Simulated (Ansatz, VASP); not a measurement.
## BN: VASP beside Ansatz

The input INCAR:

```
SYSTEM = BN
PREC = Accurate
ENCUT = 910
EDIFF = 1E-7
ISMEAR = 0
SIGMA = 0.02
LREAL = .FALSE.
LASPH = .TRUE.
NELM = 120
ALGO = Normal
ISIF = 3
LWAVE = .FALSE.
LCHARG = .FALSE.
GGA = PS
IBRION = 2
NSW = 100
EDIFFG = -0.005
GGA_COMPAT = .FALSE.
NELMIN = 4
```

The input KPOINTS:

```
Automatic mesh
0
G
  12 12 12
  0 0 0
```

The input POSCAR:

```
BN
1.0
    1.2511217832      0.7223354983      3.3729344033
   -1.2511217832      0.7223354983      3.3729344033
    0.0000000000     -1.4446709967      3.3729344033
B N
1 1
Direct
    0.9996712000      0.9996712000      0.9996712000
    0.3327618000      0.3327618000      0.3327618000
```

Input for Ansatz:

```yaml
crystal:
  lattice:
    - [1.2511217832, 0.7223354983, 3.3729344033]
    - [-1.2511217832, 0.7223354983, 3.3729344033]
    - [0.0, -1.4446709967, 3.3729344033]
  atoms:
    - { symbol: B, position: [0.9996712, 0.9996712, 0.9996712] }
    - { symbol: "N", position: [0.3327618, 0.3327618, 0.3327618] }
basis:
  ecutwfc: 420
kpoints:
  mp_grid: { grid: [12, 12, 12] }
hamiltonian:
  xc: pbesol
scf:
  occupations: { method: gaussian, width: 0.02 }
output:
  forces: true
  stress: true
  eigenvalues: true
  write_density: true
  write_potential: true
  elf: true
  volumetric_format: npy
relax:
  adjacent_minimum: "off"
  f_tol: 0.005
  max_steps: 80
  cell: { stress_tol: 0.05 }
```

Alike in both runs: task relaxation of cell and atoms; functional PBEsol; k mesh 12 × 12 × 12; occupations gaussian, width 0.02 eV; no spin polarisation.

|  | VASP | Ansatz |
| --- | --- | --- |
| version | VASP 6.6.1 | Ansatz 0.2.0 |
| potentials or method | VASP PAW PBE potentials, release 64 (B_h, N_h), cutoff 910 eV | scalar-relativistic, plane waves, PAW |
| valence electrons in the cell | 8 | 8 |

|  | VASP | Ansatz | Ansatz less VASP |
| --- | --- | --- | --- |
| gap on the k mesh at the Fermi level, each at its own relaxed structure (eV) | 4.18 | 4.24 | +0.061 |
| relaxed volume (Å³/atom) | 9.17 | 9.45 | +0.284 |
| relaxed cell length with the largest relative difference (Å) | 3.674 | 3.770 | +0.0961 |

VASP's potentials were made for PBE, not for PBEsol.

Noted on VASP's run: the cutoff is short for stress, so the pressure is rough.
